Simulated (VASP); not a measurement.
Input of a VASP 6.6.1 run:

Contents of INCAR:

```
SYSTEM = Hf2SnC
  PREC = Accurate
  ENCUT = 520
  EDIFF = 1E-7
  ISMEAR = 0
  SIGMA = 0.1
  LREAL = .FALSE.
  LASPH = .TRUE.
  NELM = 100
  ALGO = Normal
  ISIF = 2
  LWAVE = .FALSE.
  LCHARG = .TRUE.
  GGA = PS
  LELF = .TRUE.
  LVHAR = .TRUE.
  NBANDS = 48
```

KPOINTS

```
Automatic mesh
0
G
  12 12 4
  0 0 0
```

POSCAR

```
Hf2SnC
1.0
    3.2273324918      0.0000000000      0.0000000000
   -1.6136662459      2.7949519243      0.0000000000
    0.0000000000      0.0000000000     14.1387469512
Hf Sn C
4 2 2
Direct
    0.3333333333      0.6666666667      0.0867727242
    0.6666666667      0.3333333333      0.5867727242
    0.6666666667      0.3333333333      0.9132272758
    0.3333333333      0.6666666667      0.4132272758
    0.3333333333      0.6666666667      0.7500000000
    0.6666666667      0.3333333333      0.2500000000
    0.0000000000      0.0000000000      0.0000000000
    0.0000000000      0.0000000000      0.5000000000
```

Potentials or basis: VASP PAW PBE potentials, release 64 (Hf_pv, Sn_d, C).

Command:

```console
$ cat potpaw_PBE.64/Hf_pv/POTCAR potpaw_PBE.64/Sn_d/POTCAR potpaw_PBE.64/C/POTCAR > POTCAR
$ mpirun -np 1 vasp_std > vasp.out
```

Task: Estimate the largest force.

Result: 0.055 eV/Å.

Task: Predict the pressure.

Result: 10.3 GPa.

Forces in eV/Å, atoms in the order of the input:
```
Hf   0.000  0.000 -0.055
Hf   0.000  0.000 -0.055
Hf   0.000  0.000  0.055
Hf   0.000  0.000  0.055
Sn   0.000  0.000  0.000
Sn   0.000  0.000  0.000
C    0.000  0.000  0.000
C    0.000  0.000  0.000
```

Caveat: the cell stands under pressure; the PAW data sets were made with another functional, which shifts forces and pressure a little.
